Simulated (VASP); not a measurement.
Input of a VASP 6.6.1 run:

File INCAR:

```
PREC = Accurate ; ENCUT = 600
EDIFF = 1E-6 ; ISMEAR = -1
SIGMA = 0.05 ; LREAL = F
LASPH = T ; NELM = 100
ALGO = Normal ; ISIF = 3
LWAVE = F ; LCHARG = F
GGA = PE ; IBRION = 2
NSW = 60 ; EDIFFG = -0.01
PSTRESS = 20.0
```

File KPOINTS:

```
regular mesh
0
Gamma
  7 7 7
```

Contents of POSCAR:

```
TiSi2
1.0
    0.0000000000      4.1175163063      4.2628978354
    2.3895119538      0.0000000000      4.2628978354
    2.3895119538      4.1175163063      0.0000000000
Ti Si
2 4
Direct
    0.7500000000      0.7500000000      0.7500000000
    0.5000000000      0.5000000000      0.5000000000
    0.4125656100      0.0874343900      0.4125656100
    0.0874343900      0.4125656100      0.0874343900
    0.1625656100      0.8374343900      0.1625656100
    0.8374343900      0.1625656100      0.8374343900
```

Potentials or basis: VASP PAW PBE potentials, release 64 (Ti_sv, Si).

Run with:

```console
$ cat potpaw_PBE.64/Ti_sv/POTCAR potpaw_PBE.64/Si/POTCAR > POTCAR
$ mpirun -np 1 vasp_std > vasp.out
```

What does it give for the relaxed volume?

13.97 Å³/atom.

Predict the band gap on the k mesh.

zero (bands 20 and 21 overlap by 1.79 eV).

Estimate the space group after relaxing (to 0.1 Å).

Fddd (No. 70).

Final structure:
```cif
data_structure
_symmetry_space_group_name_H-M 'P 1'
_symmetry_Int_Tables_number 1
_cell_length_a 5.9227
_cell_length_b 4.8971
_cell_length_c 4.7466
_cell_angle_alpha 75.762
_cell_angle_beta 53.268
_cell_angle_gamma 50.969
_cell_volume 83.80
loop_
_atom_site_label
_atom_site_type_symbol
_atom_site_fract_x
_atom_site_fract_y
_atom_site_fract_z
_atom_site_occupancy
Ti1 Ti 0.75000 0.75000 0.75000 1
Ti2 Ti 0.50000 0.50000 0.50000 1
Si1 Si 0.41269 0.08731 0.41269 1
Si2 Si 0.08731 0.41269 0.08731 1
Si3 Si 0.16269 0.83731 0.16269 1
Si4 Si 0.83731 0.16269 0.83731 1
```

Caveat: the cell is relaxed towards a set pressure, so the run minimises the enthalpy, not the energy.
